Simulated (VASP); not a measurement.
# TaN: single point with BLYP+D4

Crystal: TaN.

```xyz
2
Lattice="0.0000 2.2120 2.2120 2.2120 0.0000 2.2120 2.2120 2.2120 0.0000" Properties=species:S:1:pos:R:3 pbc="T T T"
Ta    2.2120    2.2120    2.2120
N     0.0000    0.0000    0.0000
```

```json
{"Program": "VASP 6.6.1", "Task": "single point", "Functional": "BLYP", "Dispersion": "D4", "Potentials or basis": "VASP PAW PBE potentials, release 64 (Ta_pv, N)", "Cutoff": "520 eV", "k mesh": "10 × 10 × 10", "Occupations": "fermi-dirac, width 0.05 eV", "Spin": "no spin polarisation", "Dipole correction": "no", "Further INCAR settings": "ALGO = Normal; EDIFF = 1e-07; NBANDS = 15"}
```

The pressure is 1.9 GPa. The band gap on the k mesh is zero (band 8 reaches 11.61 eV, above the bottom of band 9 at 7.81 eV) and the dispersion energy per atom is -0.589 eV.

Levels at points of the mesh, in eV from the Fermi level:
| k point | band 6 | band 7 | band 8 | band 9 | band 10 | band 11 |
| --- | --- | --- | --- | --- | --- | --- |
| (0.00, 0.00, 0.00) | -3.80 | -3.80 | -2.07 | -2.07 | -2.07 | 0.03 |
| (0.50, 0.00, 0.00) | -7.45 | -7.45 | 1.73 | 1.73 | 1.86 | 4.17 |
| (0.50, 0.50, 0.00) | -5.24 | -4.58 | -4.58 | 1.98 | 3.28 | 3.28 |

Wall time 9.7 s on 1 thread of Intel(R) Xeon(R) 6975P-C (Granite Rapids), on a shared host, peak memory 0.15 GiB.

Caveat: the PAW data sets were made with another functional, which shifts forces and pressure a little; spin-orbit coupling is left out, which moves the levels of the heavy elements; pairwise dispersion overbinds metals, which lowers pressure and volume.
